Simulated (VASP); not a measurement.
Input of a VASP 6.6.1 run:

POSCAR

```
Sb
1.0
    2.1825479877      1.2600946682      3.8074530396
   -2.1825479877      1.2600946682      3.8074530396
    0.0000000000     -2.5201893365      3.8074530396
Sb
2
Direct
    0.7665100000      0.7665100000      0.7665100000
    0.2334900000      0.2334900000      0.2334900000
```

File INCAR.step1:

```
SYSTEM = Sb
PREC = Accurate ; ENCUT = 520
EDIFF = 1E-5 ; ISMEAR = -1
SIGMA = 0.05 ; LREAL = .FALSE.
LASPH = .TRUE. ; NELM = 80
ALGO = Normal ; ISIF = 2
LWAVE = .TRUE. ; LCHARG = .FALSE.
GGA = PE ; NBANDS = 12
```

INCAR.step2

```
SYSTEM = Sb
PREC = Accurate ; ENCUT = 520
EDIFF = 1E-7 ; ISMEAR = -1
SIGMA = 0.05 ; LREAL = .FALSE.
LASPH = .TRUE. ; NELM = 80
ALGO = Normal ; ISIF = 2
LWAVE = .FALSE. ; LCHARG = .FALSE.
GGA = B5 ; LHFCALC = .TRUE.
AEXX = 0.5 ; ALDAX = 0.5
AGGAX = 0.5 ; AGGAC = 1.0
ALDAC = 0.0 ; PRECFOCK = Normal
ISTART = 1 ; NBANDS = 12
```

File KPOINTS:

```
Automatic mesh
0
G
  4 4 4
  0 0 0
```

Potentials or basis: VASP PAW PBE potentials, release 64 (Sb).

Run with:

```console
$ cat potpaw_PBE.64/Sb/POTCAR > POTCAR
$ cp INCAR.step1 INCAR
$ mpirun -np 1 vasp_std > vasp.out
$ cp INCAR.step2 INCAR
$ mpirun -np 1 vasp_std > vasp.out
```

Task: Estimate the band gap on the k mesh.

Result: 1.65 eV (least direct gap 1.80 eV).

Task: Predict the largest force.

Result: 1.350 eV/Å.

Task: Estimate the pressure.

Result: -2.9 GPa.

Stress tensor (GPa, compression positive):
```
-3.39  0.00  0.00
 0.00 -3.39  0.00
 0.00  0.00 -2.01
```

Caveat: the k points lie up to 0.44 Å⁻¹ apart; the PAW data sets were made with another functional, which shifts forces and pressure a little; spin-orbit coupling is left out, which moves the levels of the heavy elements. A k mesh can miss the band edges.
